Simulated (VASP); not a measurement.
# Nb (I4/mmm) in VASP: further runs

Runs on Nb. Level: PBE. Tasks: single point.

All numbers are computed with VASP 6.6.1; they aren't measurements. Logs are shortened: lines on timing, memory, paths and dates and some standing lists are left out, and cuts for length are marked.

**1. The cell of the first run**

The structure is tetragonal, space group I4/mmm (No. 139). The conventional cell has a = 3.494 Å, b = 3.494 Å, c = 3.245 Å, α = 90.00°, β = 90.00°, γ = 90.00°. Nb (site symmetry 4/mmm) has 14 Nb at 2.96 to 3.49 Å within 3.9 Å.

**2. Single point, PBE (strain +0.050 along x and y, -0.025 along z)**

File INCAR:

```
PREC = Accurate
ENCUT = 520
EDIFF = 1E-6
ISMEAR = 0
SIGMA = 0.15
LREAL = False
LASPH = True
NELM = 60
ALGO = Fast
ISIF = 2
LWAVE = False
LCHARG = False
GGA = PE
NBANDS = 12
```

File KPOINTS:

```
regular mesh
0
Gamma
  20 20 20
```

File POSCAR:

```
Nb
1.0
   -1.7471475000      1.7471475000      1.6223512500
    1.7471475000     -1.7471475000      1.6223512500
    1.7471475000      1.7471475000     -1.6223512500
Nb
1
Direct
    0.0000000000      0.0000000000      0.0000000000
```

Potentials or basis: VASP PAW PBE potentials, release 64 (Nb_sv).

Command:

```console
$ cat potpaw_PBE.64/Nb_sv/POTCAR > POTCAR
$ mpirun -np 1 vasp_std > vasp.out
```

OUTCAR:

```text
PREC = Accurate
   ENCUT = 520
   EDIFF = 1E-6
   ISMEAR = 0
   LREAL = False
   LASPH = True
   NELM = 60
   ISIF = 2
   GGA = PE

 ion  position               nearest neighbor table
   1  0.000  0.000  0.000-

  LATTYP: Found a body centered tetragonal cell.
 ALAT       =     3.4942950000
 C/A-ratio  =     0.9285714286

  Lattice vectors:

 A1 = (  -1.7471475000,   1.7471475000,   1.6223512500)
 A2 = (   1.7471475000,  -1.7471475000,   1.6223512500)
 A3 = (   1.7471475000,   1.7471475000,  -1.6223512500)

Analysis of symmetry for initial positions (statically):
=====================================================================
 Subroutine PRICEL returns:
 Original cell was already a primitive cell.

 Routine SETGRP: Setting up the symmetry group for a
 body centered tetragonal supercell.

 Subroutine GETGRP returns: Found 16 space group operations
 (whereof 16 operations were pure point group operations)
 out of a pool of 16 trial point group operations.

The static configuration has the point symmetry D_4h.

Analysis of symmetry for dynamics (positions and initial velocities):
=====================================================================
 Subroutine PRICEL returns:
 Original cell was already a primitive cell.

 Routine SETGRP: Setting up the symmetry group for a
 body centered tetragonal supercell.

 Subroutine GETGRP returns: Found 16 space group operations
 (whereof 16 operations were pure point group operations)
 out of a pool of 16 trial point group operations.

The dynamic configuration has the point symmetry D_4h.

 Subroutine INISYM returns: Found 16 space group operations
 (whereof 16 operations are pure point group operations),
 and found     1 'primitive' translations

----------------------------------------------------------------------------------------

                                     Primitive cell

  volume of cell :      19.8091

  direct lattice vectors                    reciprocal lattice vectors
    -1.747147500  1.747147500  1.622351250     0.000000000  0.286180760  0.308194665
     1.747147500 -1.747147500  1.622351250     0.286180760  0.000000000  0.308194665
     1.747147500  1.747147500 -1.622351250     0.286180760  0.286180760  0.000000000

  length of vectors
     2.955853912  2.955853912  2.955853912     0.420575058  0.420575058  0.404720713

  position of ions in fractional coordinates (direct lattice)
     0.000000000  0.000000000  0.000000000
[... 78 lines left out ...]
   EDIFFG = 0.1E-04   stopping-criterion for IOM
   NSW    =      0    number of steps for IOM
   IBRION =     -1    ionic relax: 0-MD 1-quasi-New 2-CG
   NFREE  =      0    steps in history (QN), initial steepest desc. (CG)
   ISIF   =      2    stress and relaxation
   ISYM   =      2    0-nonsym 1-usesym 2-fastsym
   POTIM  = 0.5000    time-step for ionic-motion
   TEBEG  =    0.0;   TEEND  =   0.0 temperature during run
   PSTRESS=    0.0 pullay stress
   NELECT =      13.0000    total number of electrons
   NUPDOWN=      -1.0000    fix difference up-down
   EMIN   =  10.00;   EMAX   =-10.00  energy-range for DOS
   EFERMI =   0.00;   METHOD = LEGACY
   ISMEAR =     0;   SIGMA  =   0.15  broadening in eV -4-tet -1-fermi 0-gaus
   EFERMI_NEDOS =   21; number of points for ismear=-14 and -15
   IALGO  =     68    algorithm
   IMIX   =      4    mixing-type and parameters
     AMIX     =   0.40;   BMIX     =  1.00
     AMIX_MAG =   1.60;   BMIX_MAG =  1.00
  volume/ion in A,a.u.               =      19.81       133.68
  Fermi-wavevector in a.u.,A,eV,Ry     =   1.422661  2.688439 27.537687  2.023963
  Thomas-Fermi vector in A             =   2.543341
   LORBIT       =      0    0 simple, 1 ext, 2 COOP (PROOUT), +10 PAW based schemes
   GGA     = PE    functional components
   LHFCALC =     F    Hartree Fock is set to
   AEXX    =    0.0000 exact exchange contribution
   IVDW    =     0    specifies the selected vdW correction
   LEPSILON=     F    determine dielectric tensor
   LRPA    =     F    only Hartree local field effects (RPA)
 non-spin polarized calculation
 RMM-DIIS sequential band-by-band and
 Gauss-broadening in eV      SIGMA  =   0.15
  energy-cutoff  :      520.00
  volume of cell :       19.81
 maximum number of plane-waves:       555
 NGX is ok and might be reduce to    24
   NGX = 11   NGY = 11   NGZ = 11

 number of electron      12.9999999 magnetization

 Free energy of the ion-electron system (eV)
  ---------------------------------------------------
  ext. energy  EPLUGINS =         0.00000000
  ---------------------------------------------------
  free energy    TOTEN  =       -10.13523997 eV

  energy without entropy =      -10.11654146  energy(sigma->0) =      -10.12589072

 E-fermi :   9.9278     XC(G=0): -12.0148

 val. band max:        9.9273621313   @ k =  -0.2500   0.0500   0.0000
 cond. band min:       9.9283062261   @ k =  -0.2000   0.2000   0.1500
 fundamental gap:      0.0009440947
 Fermi energy:         9.9278454827

 k-point     1 :       0.0000    0.0000    0.0000
  band No.  band energies     occupation
      1     -44.6026      2.00000
      2     -20.0746      2.00000
      3     -20.0746      2.00000
      4     -20.0731      2.00000
      5       4.1577      2.00000
      6       9.8216      1.68329
      7      10.5858      0.00000
      8      10.5858      0.00000
      9      12.3312      0.00000
     10      13.3505      0.00000
     11      23.4754      0.00000
     12      23.4754      0.00000
[... 331 lines left out ...]
 k-point    24 :      -0.3500    0.0500    0.0000
  band No.  band energies     occupation
      1     -44.4778      2.00000
      2     -20.8094      2.00000
      3     -20.3235      2.00000
      4     -20.1082      2.00000
      5       6.6141      2.00000
      6       8.7317      2.00000
      7      10.0737      0.16915
      8      12.8607      0.00000
      9      13.1526      0.00000
     10      13.6589      0.00000
     11      22.4390      0.00000
     12      23.9763      0.00000

 [... further k-points ...]
[... 5 lines left out ...]
  --------------------------------------------------------------------------------------
  -------------------------------------------------------------------------------------
  Total       -1.7578640     -1.7578640     -1.1742025      0.0000000      0.0000000     -0.0000000
  in kB     -142.1778159   -142.1778159    -94.9706863      0.0000000      0.0000000     -0.0000000
  external PRESSURE =    -126.4421060 kB  Pullay stress =       0.0000000 kB

 VOLUME and BASIS-vectors are now :
 -----------------------------------------------------------------------------
  energy-cutoff  :      520.00
  volume of cell :       19.81
      direct lattice vectors                 reciprocal lattice vectors
    -1.747147500  1.747147500  1.622351250     0.000000000  0.286180760  0.308194665
     1.747147500 -1.747147500  1.622351250     0.286180760  0.000000000  0.308194665
     1.747147500  1.747147500 -1.622351250     0.286180760  0.286180760  0.000000000

 POSITION                                       TOTAL-FORCE (eV/Angst)
 -----------------------------------------------------------------------------------
      0.00000      0.00000      0.00000         0.000000      0.000000      0.000000
 -----------------------------------------------------------------------------------
    total drift:                                0.000000      0.000000      0.000000

  FREE ENERGIE OF THE ION-ELECTRON SYSTEM (eV)
  ---------------------------------------------------
  free  energy   TOTEN  =       -10.1352399746 eV

  energy  without entropy=      -10.1165414637  energy(sigma->0) =      -10.12589072
```

stdout:

```text
POSCAR found type information on POSCAR Nb
 POSCAR found :  1 types and       1 ions
 scaLAPACK will be used
 LDA part: xc-table for (Slater+PW92), standard interpolation
 POSCAR, INCAR and KPOINTS ok, starting setup
 FFT: planning ... GRIDC
 FFT: planning ... GRID_SOFT
 FFT: planning ... GRID
 WAVECAR not read
 entering main loop
WARNING in EDDRMM: call to ZHEGV failed, returncode =   8  4     12
```

It took 2.3 min on 1 thread of Intel Xeon Platinum 8259CL at 2.50GHz (Skylake/Cascade Lake), shared host; peak memory 0.26 GiB.

What came out:

```
Free energy : -10.1352 eV
Pressure    : -12.6 GPa
```

Caveat: the cell differs from its parent crystal (strain +0.050 along x and y, -0.025 along z).

**3. Single point, PBE (strain -0.050 along x and y, +0.025 along z)**

File INCAR:

```
PREC = Accurate ; ENCUT = 520
EDIFF = 1E-6 ; ISMEAR = 0
SIGMA = 0.15 ; LREAL = F
LASPH = T ; NELM = 100
ALGO = Fast ; ISIF = 2
LWAVE = F ; LCHARG = T
GGA = PE ; LELF = T
LVHAR = T ; NBANDS = 12
```

KPOINTS is that of step 2.

File POSCAR:

```
Nb
1.0
   -1.5807525000      1.5807525000      1.7055487500
    1.5807525000     -1.5807525000      1.7055487500
    1.5807525000      1.5807525000     -1.7055487500
Nb
1
Direct
    0.0000000000      0.0000000000      0.0000000000
```

Potentials or basis: VASP PAW PBE potentials, release 64 (Nb_sv).

Command:

```console
$ cat potpaw_PBE.64/Nb_sv/POTCAR > POTCAR
$ mpirun -np 1 vasp_std > vasp.out
```

OUTCAR:

```text
PREC = Accurate
   ENCUT = 520
   EDIFF = 1E-6
   ISMEAR = 0
   LREAL = F
   LASPH = T
   NELM = 100
   ISIF = 2
   GGA = PE

 ion  position               nearest neighbor table
   1  0.000  0.000  0.000-

  LATTYP: Found a body centered tetragonal cell.
 ALAT       =     3.1615050000
 C/A-ratio  =     1.0789473684

  Lattice vectors:

 A1 = (  -1.5807525000,   1.5807525000,   1.7055487500)
 A2 = (   1.5807525000,  -1.5807525000,   1.7055487500)
 A3 = (   1.5807525000,   1.5807525000,  -1.7055487500)

Analysis of symmetry for initial positions (statically):
=====================================================================
 Subroutine PRICEL returns:
 Original cell was already a primitive cell.

 Routine SETGRP: Setting up the symmetry group for a
 body centered tetragonal supercell.

 Subroutine GETGRP returns: Found 16 space group operations
 (whereof 16 operations were pure point group operations)
 out of a pool of 16 trial point group operations.

The static configuration has the point symmetry D_4h.

Analysis of symmetry for dynamics (positions and initial velocities):
=====================================================================
 Subroutine PRICEL returns:
 Original cell was already a primitive cell.

 Routine SETGRP: Setting up the symmetry group for a
 body centered tetragonal supercell.

 Subroutine GETGRP returns: Found 16 space group operations
 (whereof 16 operations were pure point group operations)
 out of a pool of 16 trial point group operations.

The dynamic configuration has the point symmetry D_4h.

 Subroutine INISYM returns: Found 16 space group operations
 (whereof 16 operations are pure point group operations),
 and found     1 'primitive' translations

----------------------------------------------------------------------------------------

                                     Primitive cell

  volume of cell :      17.0472

[... 108 lines left out ...]
  Fermi-wavevector in a.u.,A,eV,Ry     =   1.495680  2.826425 30.437026  2.237058
  Thomas-Fermi vector in A             =   2.607794
   LORBIT       =      0    0 simple, 1 ext, 2 COOP (PROOUT), +10 PAW based schemes
   GGA     = PE    functional components
   LHFCALC =     F    Hartree Fock is set to
   AEXX    =    0.0000 exact exchange contribution
   IVDW    =     0    specifies the selected vdW correction
   LEPSILON=     F    determine dielectric tensor
   LRPA    =     F    only Hartree local field effects (RPA)
 non-spin polarized calculation
 RMM-DIIS sequential band-by-band and
 Gauss-broadening in eV      SIGMA  =   0.15
  energy-cutoff  :      520.00
  volume of cell :       17.05
 maximum number of plane-waves:       476
 NGX is ok and might be reduce to    24
   NGX = 11   NGY = 11   NGZ = 11

 number of electron      13.0000001 magnetization

 Free energy of the ion-electron system (eV)
  ---------------------------------------------------
  ext. energy  EPLUGINS =         0.00000000
  ---------------------------------------------------
  free energy    TOTEN  =       -10.15929688 eV

  energy without entropy =      -10.14326316  energy(sigma->0) =      -10.15128002

 E-fermi :  12.0017     XC(G=0): -12.7860

 val. band max:       12.0002803337   @ k =  -0.2500   0.4500   0.1500
 cond. band min:      12.0017715746   @ k =  -0.2500   0.2000   0.0000
 fundamental gap:      0.0014912409
 Fermi energy:        12.0016582742

 k-point     1 :       0.0000    0.0000    0.0000
  band No.  band energies     occupation
      1     -42.3343      2.00000
      2     -17.5027      2.00000
      3     -17.5027      2.00000
      4     -17.5019      2.00000
      5       5.9286      2.00000
      6      12.0839      0.43832
      7      12.0839      0.43832
      8      12.9423      0.00000
      9      14.7706      0.00000
     10      15.9223      0.00000
     11      25.5136      0.00000
     12      26.8553      0.00000
[... 331 lines left out ...]
 k-point    24 :      -0.3500    0.0500   -0.0000
  band No.  band energies     occupation
      1     -42.1135      2.00000
      2     -18.7099      2.00000
      3     -17.8470      2.00000
      4     -17.5275      2.00000
      5       8.3193      2.00000
      6      10.9395      2.00000
      7      12.1857      0.08277
      8      14.6063      0.00000
      9      16.0307      0.00000
     10      16.4241      0.00000
     11      25.4036      0.00000
     12      27.0199      0.00000

 [... further k-points ...]
[... 5 lines left out ...]
  --------------------------------------------------------------------------------------
  -------------------------------------------------------------------------------------
  Total        1.6396940      1.6396940      0.4827254      0.0000000     -0.0000000      0.0000000
  in kB      154.1066955    154.1066955     45.3689645      0.0000000     -0.0000000      0.0000000
  external PRESSURE =     117.8607851 kB  Pullay stress =       0.0000000 kB

 VOLUME and BASIS-vectors are now :
 -----------------------------------------------------------------------------
  energy-cutoff  :      520.00
  volume of cell :       17.05
      direct lattice vectors                 reciprocal lattice vectors
    -1.580752500  1.580752500  1.705548750     0.000000000  0.316305051  0.293160779
     1.580752500 -1.580752500  1.705548750     0.316305051  0.000000000  0.293160779
     1.580752500  1.580752500 -1.705548750     0.316305051  0.316305051  0.000000000

 POSITION                                       TOTAL-FORCE (eV/Angst)
 -----------------------------------------------------------------------------------
      0.00000      0.00000      0.00000         0.000000      0.000000      0.000000
 -----------------------------------------------------------------------------------
    total drift:                                0.000000      0.000000      0.000000

  FREE ENERGIE OF THE ION-ELECTRON SYSTEM (eV)
  ---------------------------------------------------
  free  energy   TOTEN  =       -10.1592968791 eV

  energy  without entropy=      -10.1432631599  energy(sigma->0) =      -10.15128002
```

OSZICAR:

```text
N       E                     dE             d eps       ncg     rms          rms(c)
DAV:   1     0.118772573263E+03    0.11877E+03   -0.73363E+03 15464   0.109E+03
DAV:   2    -0.575277805192E+01   -0.12453E+03   -0.11994E+03 16440   0.395E+02
DAV:   3    -0.102349419098E+02   -0.44822E+01   -0.42699E+01 21920   0.660E+01
[... 13 lines left out ...]
RMM:  17    -0.101592905511E+02   -0.44801E-05   -0.39787E-05 17615   0.277E-02    0.636E-03
RMM:  18    -0.101592936785E+02   -0.31274E-05   -0.33317E-05 15766   0.198E-02    0.112E-02
RMM:  19    -0.101592951411E+02   -0.14626E-05   -0.14300E-05 14621   0.141E-02    0.103E-02
RMM:  20    -0.101592963906E+02   -0.12495E-05   -0.11485E-05 13696   0.127E-02    0.822E-03
RMM:  21    -0.101592968791E+02   -0.48843E-06   -0.55896E-06 13070   0.951E-03
   1 F= -.10159297E+02 E0= -.10151280E+02  d E =-.160337E-01
```

Run time: 3.4 min. Hardware: 1 thread of Intel Xeon Platinum 8259CL at 2.50GHz (Skylake/Cascade Lake), shared host; peak memory 0.24 GiB.

Results:

| Property | Result |
| --- | --- |
| Free energy | -10.1593 eV |
| Pressure | 11.8 GPa |

Levels at points of the mesh, in eV from the Fermi level:
```
           k point  band 2  band 3  band 4  band 5  band 6  band 7  band 8  band 9  band 10  band 11
(0.00, 0.00, 0.00)  -29.50  -29.50  -29.50   -6.07    0.08    0.08    0.94    2.77     3.92    13.51
(0.50, 0.00, 0.00)  -31.12  -29.96  -29.51   -3.95   -1.51    2.36    2.77    4.35     6.67    11.83
(0.50, 0.50, 0.00)  -31.09  -30.06  -29.60   -4.07   -2.44    2.95    4.24    4.61     6.91    11.71
(0.50, 0.50, 0.50)  -30.74  -30.50  -30.50   -4.19   -3.97    5.78    6.07    6.07     8.35    10.13
```

Caveat: the cell differs from its parent crystal (strain -0.050 along x and y, +0.025 along z).
